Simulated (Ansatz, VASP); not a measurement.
## Hf: VASP beside Ansatz

File INCAR:

```
SYSTEM = Hf
ALGO = Normal
EDIFF = 1E-6
ENCUT = 520
GGA = PE
ISIF = 2
ISMEAR = -1
LASPH = .TRUE.
LCHARG = .FALSE.
LREAL = .FALSE.
LWAVE = .FALSE.
NBANDS = 11
NELM = 60
PREC = Accurate
SIGMA = 0.08
```

KPOINTS

```
k-points
0
G
  17 17 17
  0 0 0
```

Contents of POSCAR:

```
Hf
1.0
   -1.6118233640      1.6118233640      1.6118233640
    1.6118233640     -1.6118233640      1.6118233640
    1.6118233640      1.6118233640     -1.6118233640
Hf
1
Direct
    0.0000000000      0.0000000000      0.0000000000
```

Input for Ansatz:

```yaml
crystal:
  lattice:
    - [-1.611823364, 1.611823364, 1.611823364]
    - [1.611823364, -1.611823364, 1.611823364]
    - [1.611823364, 1.611823364, -1.611823364]
  atoms:
    - { symbol: Hf, position: [0.0, 0.0, 0.0] }
kpoints:
  mp_grid: { grid: [17, 17, 17] }
scf:
  occupations: { method: fermi_dirac, width: 0.08 }
hamiltonian:
  xc: pbe
  pseudopotentials: { kind: all_electron, lapw: { basis_error: 0.001 } }
output:
  forces: true
  stress: true
  eigenvalues: true
  populations: true
```

Change from the starting cell: volume scaled by 0.75, LAPW.

Alike in both runs: task single point; functional PBE; k mesh 17 × 17 × 17; occupations fermi-dirac, width 0.08 eV; no spin polarisation.

|  | VASP | Ansatz |
| --- | --- | --- |
| version | VASP 6.6.1 | Ansatz 0.2.0 |
| potentials or method | VASP PAW PBE potentials, release 64 (Hf_pv), cutoff 520 eV | all-electron LAPW, scalar-relativistic |

Ansatz gave:

* pressure (GPa): 45.6

What did VASP give for the same quantities?

Pressure (GPa): 45.2.

Both programs put the cell under a high pressure, so it lies far from rest at this level. Ansatz ran all-electron here, and VASP with PAW potentials.

Neither program's run includes spin-orbit coupling.
